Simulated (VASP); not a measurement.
# Er (P6_3/mmc) in VASP: further runs

Runs on Er. Level: PBE. Tasks: single point.

All numbers are computed with VASP 6.6.1; they aren't measurements. Logs are shortened: lines on timing, memory, paths and dates and some standing lists are left out, and cuts for length are marked.

## (1) The cell of the first run

It takes space group P6_3/mmc (No. 194, hexagonal). Conventional cell: a = 3.691 Å, b = 3.691 Å, c = 5.878 Å, α = 90.00°, β = 90.00°, γ = 120.00°. Er (site symmetry -6m2) has 12 Er at 3.63 to 3.69 Å within 4.8 Å.

## (2) Single point, PBE, collinear spin, ferromagnetic start

File INCAR:

```
SYSTEM = Er
PREC     = Accurate       ! precision mode
ENCUT    = 520            ! plane-wave cutoff, eV
EDIFF    = 1E-6           ! SCF threshold, eV
ISMEAR   = -1             ! smearing method
SIGMA    = 0.05           ! smearing width, eV
LREAL    = .FALSE.        ! projectors in reciprocal space
LASPH    = .TRUE.         ! aspherical terms in the spheres
NELM     = 150            ! most SCF steps
ALGO     = Normal         ! electronic algorithm
ISIF     = 2              ! what is computed and relaxed
LWAVE    = .FALSE.        ! write WAVECAR
LCHARG   = .TRUE.         ! write CHGCAR
ISPIN    = 2              ! spin polarisation
MAGMOM   = 3 3            ! initial moments
LORBIT   = 11             ! projections on sites
LMAXMIX  = 6              ! l up to which the mixer works
GGA      = PE             ! functional
LELF     = .TRUE.         ! ELF
LVHAR    = .TRUE.       
NBANDS   = 33             ! bands
```

File KPOINTS:

```
Automatic mesh
0
G
  14 14 8
  0 0 0
```

File POSCAR:

```
Er
1.0
    3.6908138377      0.0000000000      0.0000000000
   -1.8454069188      3.1963385441      0.0000000000
    0.0000000000      0.0000000000      5.8780836081
Er
2
Direct
    0.3333333333      0.6666666667      0.2500000000
    0.6666666667      0.3333333333      0.7500000000
```

Potentials or basis: VASP PAW PBE potentials, release 64 (Er).

The run is started by

```sh
$ cat potpaw_PBE.64/Er/POTCAR > POTCAR
$ mpirun -np 1 vasp_std > vasp.out
```

OUTCAR:

```text
SYSTEM = Er
   PREC = Accurate
   ENCUT = 520
   EDIFF = 1E-6
   ISMEAR = -1
   LREAL = .FALSE.
   LASPH = .TRUE.
   NELM = 150
   ISIF = 2
   ISPIN = 2
   LORBIT = 11
   GGA = PE

 ion  position               nearest neighbor table
   1  0.333  0.667  0.250-   2 3.63   2 3.63   2 3.63   2 3.63   2 3.63   2 3.63
   2  0.667  0.333  0.750-   1 3.63   1 3.63   1 3.63   1 3.63   1 3.63   1 3.63

  LATTYP: Found a hexagonal cell.
 ALAT       =     3.6908138377
 C/A-ratio  =     1.5926253305

  Lattice vectors:

 A1 = (   3.6908138377,   0.0000000000,   0.0000000000)
 A2 = (  -1.8454069188,   3.1963385441,   0.0000000000)
 A3 = (   0.0000000000,   0.0000000000,   5.8780836081)

Analysis of symmetry for initial positions (statically):
=====================================================================
 Subroutine PRICEL returns:
 Original cell was already a primitive cell.

 Routine SETGRP: Setting up the symmetry group for a
 hexagonal supercell.

 Subroutine GETGRP returns: Found 24 space group operations
 (whereof 12 operations were pure point group operations)
 out of a pool of 24 trial point group operations.

The static configuration has the point symmetry D_3d.
 The point group associated with its full space group is D_6h.

Analysis of symmetry for dynamics (positions and initial velocities):
=====================================================================
 Subroutine PRICEL returns:
 Original cell was already a primitive cell.

 Routine SETGRP: Setting up the symmetry group for a
 hexagonal supercell.

 Subroutine GETGRP returns: Found 24 space group operations
 (whereof 12 operations were pure point group operations)
 out of a pool of 24 trial point group operations.

The dynamic configuration has the point symmetry D_3d.
 The point group associated with its full space group is D_6h.

Analysis of structural, dynamic, and magnetic symmetry:
=====================================================================
 Subroutine PRICEL returns:
 Original cell was already a primitive cell.

 Routine SETGRP: Setting up the symmetry group for a
 hexagonal supercell.

 Subroutine GETGRP returns: Found 24 space group operations
 (whereof 12 operations were pure point group operations)
 out of a pool of 24 trial point group operations.

The overall configuration has the point symmetry D_3d.
 The point group associated with its full space group is D_6h.

 Subroutine INISYM returns: Found 24 space group operations
 (whereof 12 operations are pure point group operations),
 and found     1 'primitive' translations

----------------------------------------------------------------------------------------

                                     Primitive cell

  volume of cell :      69.3443

  direct lattice vectors                    reciprocal lattice vectors
     3.690813838  0.000000000  0.000000000     0.270942953  0.156428987  0.000000000
    -1.845406919  3.196338544  0.000000000     0.000000000  0.312857974  0.000000000
     0.000000000  0.000000000  5.878083608     0.000000000  0.000000000  0.170123473

  length of vectors
     3.690813838  3.690813838  5.878083608     0.312857974  0.312857974  0.170123473

  position of ions in fractional coordinates (direct lattice)
     0.333333333  0.666666667  0.250000000
     0.666666667  0.333333333  0.750000000

  ion indices of the primitive-cell ions
   primitive index   ion index
                 1           1
                 2           2

----------------------------------------------------------------------------------------

 KPOINTS: Automatic mesh

Automatic generation of k-mesh.
 Grid dimensions read from file:
 generate k-points for:   14   14    8

 Generating k-lattice:

  Cartesian coordinates                     Fractional coordinates (reciprocal lattice)
     0.019353068  0.011173499  0.000000000     0.071428571  0.000000000  0.000000000
     0.000000000  0.022346998  0.000000000     0.000000000  0.071428571  0.000000000
     0.000000000  0.000000000  0.021265434     0.000000000  0.000000000  0.125000000

  Length of vectors
     0.022346998  0.022346998  0.021265434

  Shift w.r.t. Gamma in fractional coordinates (k-lattice)
     0.000000000  0.000000000  0.000000000

 Subroutine IBZKPT returns following result:
 ===========================================

 Found    120 irreducible k-points:

 Following reciprocal coordinates:
            Coordinates               Weight
  0.000000  0.000000  0.000000      1.000000
  0.071429 -0.000000  0.000000      6.000000
  0.142857 -0.000000  0.000000      6.000000
  0.214286  0.000000  0.000000      6.000000
  0.285714  0.000000  0.000000      6.000000
  0.357143  0.000000  0.000000      6.000000
[... 16 lines left out ...]
  0.285714  0.285714  0.000000      6.000000
  0.357143  0.285714  0.000000      6.000000
 [... further k-points ...]
   k-points           NKPTS =    120   k-points in BZ     NKDIM =    120   number of bands    NBANDS=     33
   number of dos      NEDOS =    301   number of ions     NIONS =      2
   total plane-waves  NPLWV =  37632
   dimension x,y,z NGX =    28 NGY =   28 NGZ =   48
   dimension x,y,z NGXF=    56 NGYF=   56 NGZF=   96
   ions per type =               2
   NGX,Y,Z   is equivalent  to a cutoff of  12.61, 12.61, 13.58 a.u.
   NGXF,Y,Z  is equivalent  to a cutoff of  25.22, 25.22, 27.15 a.u.
 SYSTEM =  Er
   PREC   = accura    normal or accurate (medium, high low for compatibility)
   ISTART =      0    job   : 0-new  1-cont  2-samecut
   ICHARG =      2    charge: 1-file 2-atom 10-const
   ISPIN  =      2    spin polarized calculation?
   LNONCOLLINEAR =      F non collinear calculations
   LSORBIT =      F    spin-orbit coupling
   LASPH  =      T    aspherical Exc in radial PAW
   ENCUT  =  520.0 eV  38.22 Ry    6.18 a.u.   6.86  6.86 10.93*2*pi/ulx,y,z
   NELM   =    150;   NELMIN=  2; NELMDL= -5     # of ELM steps
   EDIFF  = 0.1E-05   stopping-criterion for ELM
   LREAL  =      F    real-space projection
   EDIFFG = 0.1E-04   stopping-criterion for IOM
   NSW    =      0    number of steps for IOM
   IBRION =     -1    ionic relax: 0-MD 1-quasi-New 2-CG
   NFREE  =      0    steps in history (QN), initial steepest desc. (CG)
   ISIF   =      2    stress and relaxation
   ISYM   =      2    0-nonsym 1-usesym 2-fastsym
   POTIM  = 0.5000    time-step for ionic-motion
   TEBEG  =    0.0;   TEEND  =   0.0 temperature during run
   PSTRESS=    0.0 pullay stress
   NELECT =      44.0000    total number of electrons
   NUPDOWN=      -1.0000    fix difference up-down
   EMIN   =  10.00;   EMAX   =-10.00  energy-range for DOS
   EFERMI =   0.00;   METHOD = LEGACY
   ISMEAR =    -1;   SIGMA  =   0.05  broadening in eV -4-tet -1-fermi 0-gaus
   EFERMI_NEDOS =   21; number of points for ismear=-14 and -15
   IALGO  =     38    algorithm
   IMIX   =      4    mixing-type and parameters
     AMIX     =   0.40;   BMIX     =  1.00
     AMIX_MAG =   1.60;   BMIX_MAG =  1.00
  volume/ion in A,a.u.               =      34.67       233.98
  Fermi-wavevector in a.u.,A,eV,Ry     =   1.406767  2.658404 26.925839  1.978993
  Thomas-Fermi vector in A             =   2.529094
   LORBIT       =     11    0 simple, 1 ext, 2 COOP (PROOUT), +10 PAW based schemes
   GGA     = PE    functional components
   LHFCALC =     F    Hartree Fock is set to
   AEXX    =    0.0000 exact exchange contribution
   IVDW    =     0    specifies the selected vdW correction
   LEPSILON=     F    determine dielectric tensor
   LRPA    =     F    only Hartree local field effects (RPA)
 spin polarized calculation
  energy-cutoff  :      520.00
  volume of cell :       69.34
 maximum number of plane-waves:      1890
 NGX is ok and might be reduce to    28
   NGX = 13   NGY = 13   NGZ = 21

 number of electron      44.0000008 magnetization       5.4686838

 Free energy of the ion-electron system (eV)
  ---------------------------------------------------
  ext. energy  EPLUGINS =         0.00000000
  ---------------------------------------------------
  free energy    TOTEN  =       -10.26478501 eV

  energy without entropy =      -10.11839865  energy(sigma->0) =      -10.19159183

 E-fermi :   2.0748     XC(G=0):  -9.6396

 val. band max:        2.0745520094   @ k =   0.2857   0.1429   0.1250
 cond. band min:       2.0749261371   @ k =   0.2857   0.2857   0.0000
 fundamental gap:      0.0003741277
 Fermi energy:         2.0747891500

 spin component 1

 k-point     1 :       0.0000    0.0000    0.0000
  band No.  band energies     occupation
      1     -47.6108      1.00000
      2     -47.5812      1.00000
      3     -21.8795      1.00000
      4     -21.5838      1.00000
      5     -21.5838      1.00000
      6     -21.5168      1.00000
[... 25 lines left out ...]
     32       5.5905      0.00000
     33       7.5978      0.00000
[... 797 lines left out ...]
      3     -21.8380      1.00000
      4     -21.7685      1.00000
      5     -21.7652      1.00000
      6     -21.6812      1.00000
[... 25 lines left out ...]
     32       7.3583      0.00000
     33       7.6279      0.00000

 [... further k-points ...]

 spin component 2

 k-point     1 :       0.0000    0.0000    0.0000
  band No.  band energies     occupation
      1     -46.4791      1.00000
      2     -46.4469      1.00000
      3     -21.1038      1.00000
      4     -20.7402      1.00000
      5     -20.7401      1.00000
      6     -20.6685      1.00000
[... 25 lines left out ...]
     32       5.9139      0.00000
     33       7.9168      0.00000
[... 797 lines left out ...]
      3     -21.0141      1.00000
      4     -20.9360      1.00000
      5     -20.9327      1.00000
      6     -20.8444      1.00000
[... 25 lines left out ...]
     32       7.8787      0.00000
     33       8.1764      0.00000

 [... further k-points ...]

------------------------ aborting loop because EDIFF is reached ----------------------------------------

  FORCE on cell =-STRESS in cart. coord.  units (eV):
  Direction    XX          YY          ZZ          XY          YZ          ZX
  --------------------------------------------------------------------------------------
  -------------------------------------------------------------------------------------
  Total       -0.0727166     -0.0727166     -0.0544535     -0.0000000      0.0000000      0.0000000
  in kB       -1.6800934     -1.6800934     -1.2581304     -0.0000000      0.0000000      0.0000000
  external PRESSURE =      -1.5394391 kB  Pullay stress =       0.0000000 kB

 VOLUME and BASIS-vectors are now :
 -----------------------------------------------------------------------------
  energy-cutoff  :      520.00
  volume of cell :       69.34
      direct lattice vectors                 reciprocal lattice vectors
     3.690813838  0.000000000  0.000000000     0.270942953  0.156428987  0.000000000
    -1.845406919  3.196338544  0.000000000     0.000000000  0.312857974  0.000000000
     0.000000000  0.000000000  5.878083608     0.000000000  0.000000000  0.170123473

 POSITION                                       TOTAL-FORCE (eV/Angst)
 -----------------------------------------------------------------------------------
     -0.00000      2.13089      1.46952         0.000000      0.000000      0.000000
      1.84541      1.06545      4.40856        -0.000000     -0.000000      0.000000
 -----------------------------------------------------------------------------------
    total drift:                                0.000000     -0.000000      0.000000

  FREE ENERGIE OF THE ION-ELECTRON SYSTEM (eV)
  ---------------------------------------------------
  free  energy   TOTEN  =       -10.2647850104 eV

  energy  without entropy=      -10.1183986479  energy(sigma->0) =      -10.19159183

 total charge

# of ion       s       p       d       f       tot
--------------------------------------------------
    1        2.132   5.756   0.350  11.364  19.602
    2        2.132   5.756   0.350  11.364  19.602
--------------------------------------------------
tot          4.265  11.512   0.700  22.728  39.204

 magnetization (x)

# of ion       s       p       d       f       tot
--------------------------------------------------
    1        0.002  -0.005   0.082   2.433   2.511
    2        0.002  -0.005   0.082   2.433   2.511
--------------------------------------------------
tot          0.004  -0.011   0.163   4.867   5.023
```

Wall time 45 min (1 thread of Intel Xeon Platinum 8259CL at 2.50GHz (Skylake/Cascade Lake), shared host); peak memory 0.52 GiB.

What came out:

| Property | Result |
| --- | --- |
| Free energy | -10.2648 eV |
| Pressure | -0.2 GPa |
| Net moment | 5.47 μB per cell |
| Site moments | Er +2.51 μB |
| Valence electrons inside the program's atomic spheres | Er 19.60 |

Caveat: the magnetic or orbital state may not be the lowest; spin-orbit coupling is left out, which moves the levels of the heavy elements.

## (3) Single point, PBE, collinear spin, ferromagnetic start

File INCAR:

```
  PREC = Accurate
  ENCUT = 520
  EDIFF = 1E-7
  ISMEAR = -1
  SIGMA = 0.05
  LREAL = F
  LASPH = T
  NELM = 150
  ALGO = Normal
  ISIF = 2
  LWAVE = F
  LCHARG = F
  ISPIN = 2
  MAGMOM = 3 3
  LORBIT = 11
  LMAXMIX = 6
  GGA = PE
  NBANDS = 33
```

File KPOINTS:

```
Automatic mesh
0
Gamma
  14 14 8
```

POSCAR is that of step 2.

Potentials or basis: VASP PAW PBE potentials, release 64 (Er).

The run is started by

```sh
$ cat potpaw_PBE.64/Er/POTCAR > POTCAR
$ mpirun -np 1 vasp_std > vasp.out
```

OUTCAR:

```text
PREC = Accurate
   ENCUT = 520
   EDIFF = 1E-7
   ISMEAR = -1
   LREAL = F
   LASPH = T
   NELM = 150
   ISIF = 2
   ISPIN = 2
   LORBIT = 11
   GGA = PE

 ion  position               nearest neighbor table
   1  0.333  0.667  0.250-   2 3.63   2 3.63   2 3.63   2 3.63   2 3.63   2 3.63
   2  0.667  0.333  0.750-   1 3.63   1 3.63   1 3.63   1 3.63   1 3.63   1 3.63

  LATTYP: Found a hexagonal cell.
 ALAT       =     3.6908138377
 C/A-ratio  =     1.5926253305

  Lattice vectors:

 A1 = (   3.6908138377,   0.0000000000,   0.0000000000)
 A2 = (  -1.8454069188,   3.1963385441,   0.0000000000)
 A3 = (   0.0000000000,   0.0000000000,   5.8780836081)

Analysis of symmetry for initial positions (statically):
=====================================================================
 Subroutine PRICEL returns:
 Original cell was already a primitive cell.

[... 1069 lines left out ...]
      5     -20.7402      1.00000
      6     -20.6685      1.00000
[... 853 lines left out ...]
     32       7.8773      0.00000
     33       8.1752      0.00000

 [... further k-points ...]

------------------------ aborting loop because EDIFF is reached ----------------------------------------

  FORCE on cell =-STRESS in cart. coord.  units (eV):
  Direction    XX          YY          ZZ          XY          YZ          ZX
  --------------------------------------------------------------------------------------
  -------------------------------------------------------------------------------------
  Total       -0.0552266     -0.0552266      0.0319529     -0.0000000     -0.0000000      0.0000000
  in kB       -1.2759926     -1.2759926      0.7382622     -0.0000000     -0.0000000      0.0000000
  external PRESSURE =      -0.6045743 kB  Pullay stress =       0.0000000 kB

 VOLUME and BASIS-vectors are now :
 -----------------------------------------------------------------------------
  energy-cutoff  :      520.00
  volume of cell :       69.34
      direct lattice vectors                 reciprocal lattice vectors
     3.690813838  0.000000000  0.000000000     0.270942953  0.156428987  0.000000000
    -1.845406919  3.196338544  0.000000000     0.000000000  0.312857974  0.000000000
     0.000000000  0.000000000  5.878083608     0.000000000  0.000000000  0.170123473

 POSITION                                       TOTAL-FORCE (eV/Angst)
 -----------------------------------------------------------------------------------
     -0.00000      2.13089      1.46952        -0.000000      0.000000      0.000000
      1.84541      1.06545      4.40856         0.000000     -0.000000      0.000000
 -----------------------------------------------------------------------------------
    total drift:                                0.000000     -0.000000      0.000000

  FREE ENERGIE OF THE ION-ELECTRON SYSTEM (eV)
  ---------------------------------------------------
  free  energy   TOTEN  =       -10.2647914167 eV

  energy  without entropy=      -10.1182583121  energy(sigma->0) =      -10.19152486

 total charge

# of ion       s       p       d       f       tot
--------------------------------------------------
    1        2.132   5.756   0.350  11.364  19.602
    2        2.132   5.756   0.350  11.364  19.602
--------------------------------------------------
tot          4.265  11.512   0.700  22.728  39.204

 magnetization (x)

# of ion       s       p       d       f       tot
--------------------------------------------------
    1        0.002  -0.006   0.081   2.433   2.511
    2        0.002  -0.006   0.081   2.433   2.511
--------------------------------------------------
tot          0.004  -0.011   0.162   4.867   5.021
```

stdout:

```text
POSCAR found type information on POSCAR Er
 POSCAR found :  1 types and       2 ions
 scaLAPACK will be used
 LDA part: xc-table for (Slater+PW92), standard interpolation
 POSCAR, INCAR and KPOINTS ok, starting setup
 FFT: planning ... GRIDC
 FFT: planning ... GRID_SOFT
 FFT: planning ... GRID
 WAVECAR not read
 entering main loop
```

Run time: 71 min. Hardware: 1 thread of AMD EPYC 7R13 (Zen 3), shared host; peak memory 0.5 GiB.

What came out:

* Free energy: -10.2648 eV
* Pressure: -0.1 GPa
* Net moment: 5.46 μB per cell
* Site moments: Er +2.51 μB
* Valence electrons inside the program's atomic spheres: Er 19.60

Levels at points of the mesh, in eV from the Fermi level:
Spin up:
```csv
k point,band 20,band 21,band 22,band 23,band 24,band 25,band 26,band 27,band 28,band 29
"(0.00, 0.00, 0.00)",-2.02,-2.02,-2.02,-2.00,-2.00,0.58,2.21,2.21,2.42,2.83
"(0.50, 0.00, 0.00)",-2.00,-1.98,-1.95,-1.92,-1.04,-0.53,-0.20,1.56,2.04,2.27
"(0.00, 0.00, 0.50)",-2.10,-2.00,-2.00,-2.00,-2.00,1.18,1.18,2.16,2.16,2.16
"(0.50, 0.00, 0.50)",-2.03,-1.97,-1.97,-1.67,-1.67,0.17,0.17,1.39,1.39,3.36
```
Spin down:
```csv
k point,band 14,band 15,band 16,band 17,band 18,band 19,band 20,band 21,band 22,band 23
"(0.00, 0.00, 0.00)",-1.00,-0.67,-0.67,-0.64,-0.64,0.05,0.05,0.12,0.12,0.27
"(0.50, 0.00, 0.00)",-0.81,-0.75,-0.65,-0.61,-0.58,-0.23,0.03,0.03,0.04,0.09
"(0.00, 0.00, 0.50)",-1.04,-0.65,-0.65,-0.65,-0.65,0.09,0.09,0.09,0.09,0.27
"(0.50, 0.00, 0.50)",-0.98,-0.70,-0.70,-0.60,-0.60,0.02,0.02,0.06,0.06,0.15
```

Caveat: the magnetic or orbital state may not be the lowest; spin-orbit coupling is left out, which moves the levels of the heavy elements.
